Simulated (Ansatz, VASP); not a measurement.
# Two plane-wave programs on C

Contents of INCAR:

```
SYSTEM = C
  ALGO = Normal
  EDIFF = 1E-6
  ENCUT = 600
  GGA = PE
  GGA_COMPAT = .FALSE.
  ISIF = 2
  ISMEAR = 0
  LASPH = .TRUE.
  LCHARG = .FALSE.
  LREAL = .FALSE.
  LWAVE = .FALSE.
  NBANDS = 11
  NELM = 120
  PREC = Accurate
  SIGMA = 0.02
```

The input KPOINTS:

```
k-points
0
G
  12 12 12
  0 0 0
```

The input POSCAR:

```
C
1.0
    0.0000000000      1.7773721080      1.7773721080
    1.7773721080      0.0000000000      1.7773721080
    1.7773721080      1.7773721080      0.0000000000
C
2
Direct
    0.5000000000      0.5000000000      0.5000000000
    0.7500000000      0.7500000000      0.7500000000
```

Input for Ansatz:

```yaml
crystal:
  lattice:
    - [0.0, 1.777372108, 1.777372108]
    - [1.777372108, 0.0, 1.777372108]
    - [1.777372108, 1.777372108, 0.0]
  atoms:
    - { symbol: C, position: [0.5, 0.5, 0.5] }
    - { symbol: C, position: [0.75, 0.75, 0.75] }
basis:
  ecutwfc: 420
kpoints:
  mp_grid: { grid: [12, 12, 12] }
hamiltonian:
  xc: pbe
scf:
  occupations: { method: gaussian, width: 0.02 }
output:
  forces: true
  stress: true
  eigenvalues: true
```

Alike in both runs: task single point; functional PBE; k mesh 12 × 12 × 12; occupations gaussian, width 0.02 eV; no spin polarisation.

|  | VASP | Ansatz |
| --- | --- | --- |
| version | VASP 6.6.1 | Ansatz 0.2.0 |
| potentials or method | VASP PAW PBE potentials, release 64 (C), cutoff 600 eV | scalar-relativistic, plane waves, PAW |
| valence electrons in the cell | 8 | 8 |

```csv
,VASP,Ansatz,Ansatz less VASP
gap on the k mesh at the Fermi level (eV),4.18,4.18,+0.007
least direct gap on the mesh (eV),5.62,5.62,+0.004
pressure (GPa),6.3,6.3,-0.03
```

With one functional, cell and mesh, what is left measures potentials, basis and numerics.
